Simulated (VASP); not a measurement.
Input of a VASP 6.6.1 run:

INCAR

```
ALGO = Normal ; DIPOL = 0.5 0.5 0.323
EDIFF = 1E-6 ; ENCUT = 520
GGA = PE ; IDIPOL = 3
ISIF = 2 ; ISMEAR = 0
IVDW = 12 ; LASPH = True
LCHARG = False ; LDIPOL = True
LREAL = False ; LWAVE = False
NBANDS = 53 ; NELM = 80
PREC = Accurate ; SIGMA = 0.1
```

Contents of KPOINTS:

```
k-points
0
Gamma
  6 6 1
```

Contents of POSCAR:

```
SiW6
1.0
    4.4682526257      0.0000000000      0.0000000000
   -2.2341263128      3.8696202844      0.0000000000
    0.0000000000      0.0000000000     21.6259061357
W Si
6 1
Direct
    0.6666666667      0.3333333333      0.1849633479
    0.3333333333      0.6666666667      0.2271386095
    0.0000000000      0.0000000000      0.2693138710
    0.6666666667      0.3333333333      0.3085097946
    0.3333333333      0.6666666667      0.3483008428
    0.0000000000      0.0000000000      0.3849968683
    0.3333333333      0.6666666667      0.5375916303
```

Potentials or basis: VASP PAW PBE potentials, release 64 (W_sv, Si).

Run with:

```sh
$ cat potpaw_PBE.64/W_sv/POTCAR potpaw_PBE.64/Si/POTCAR > POTCAR
$ mpirun -np 1 vasp_std > vasp.out
```

Predict the dispersion energy per atom.

-0.410 eV.

Predict the band gap on the k mesh.

zero (bands 44 and 45 overlap by 0.31 eV).

What does it give for the largest force?

5.278 eV/Å.

Forces in eV/Å, atoms in the order of the input:
```
W    0.000  0.000  2.077
W    0.000  0.000 -1.093
W    0.000  0.000 -1.761
W    0.000  0.000 -3.428
W    0.000  0.000  0.202
W    0.000  0.000  5.278
Si   0.000  0.000 -1.276
```

Caveat: spin-orbit coupling is left out, which moves the levels of the heavy elements.
